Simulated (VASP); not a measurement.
Here is a VASP 6.6.1 calculation.

File INCAR:

```
SYSTEM = Be4Ag
ALGO     = Fast           ! electronic algorithm
EDIFF    = 1E-6           ! SCF threshold, eV
ENCUT    = 520            ! plane-wave cutoff, eV
GGA      = PE             ! functional
ISIF     = 2              ! what is computed and relaxed
ISMEAR   = 0              ! smearing method
LASPH    = .True.         ! aspherical terms in the spheres
LCHARG   = .False.        ! write CHGCAR
LREAL    = .False.        ! projectors in reciprocal space
LWAVE    = .False.        ! write WAVECAR
NBANDS   = 30             ! bands
NELM     = 80             ! most SCF steps
PREC     = Accurate       ! precision mode
SIGMA    = 0.1            ! smearing width, eV
```

The input KPOINTS:

```
k-points
0
Gamma
  6 6 8
  0 0 0
```

File POSCAR:

```
Be4Ag
1.0
    6.3745390194      0.0000000000      0.0000000000
   -3.1872695097      5.5205127282      0.0000000000
    0.0000000000      0.0000000000      5.4133428995
Be Ag
8 2
Direct
    0.6654508394      0.0000000000      0.0000000000
    0.0000000000      0.6654508394      0.0000000000
    0.3345491606      0.3345491606      0.0000000000
    0.3345491606      0.0000000000      0.0000000000
    0.0000000000      0.3345491606      0.0000000000
    0.6654508394      0.6654508394      0.0000000000
    0.3333333333      0.6666666667      0.0000000000
    0.6666666667      0.3333333333      0.0000000000
    0.0000000000      0.0000000000      0.2548694535
    0.0000000000      0.0000000000      0.7451305465
```

Potentials or basis: VASP PAW PBE potentials, release 64 (Be, Ag).

The run is started by

```bash
$ cat potpaw_PBE.64/Be/POTCAR potpaw_PBE.64/Ag/POTCAR > POTCAR
$ mpirun -np 1 vasp_std > vasp.out
```

Question: Predict the band gap on the k mesh.

Answer: Zero (bands 19 and 20 overlap by 2.20 eV).

Question: Estimate the largest force.

Answer: 0.006 eV/Å.

Question: Estimate the pressure.

Answer: 0.0 GPa.

Forces in eV/Å, atoms in the order of the input:
```
Be   0.001  0.000  0.000
Be   0.000  0.001  0.000
Be   0.000 -0.001  0.000
Be  -0.001  0.000  0.000
Be   0.000 -0.001  0.000
Be   0.000  0.001  0.000
Be   0.000  0.000  0.000
Be   0.000  0.000  0.000
Ag   0.000  0.000  0.006
Ag   0.000  0.000 -0.006
```
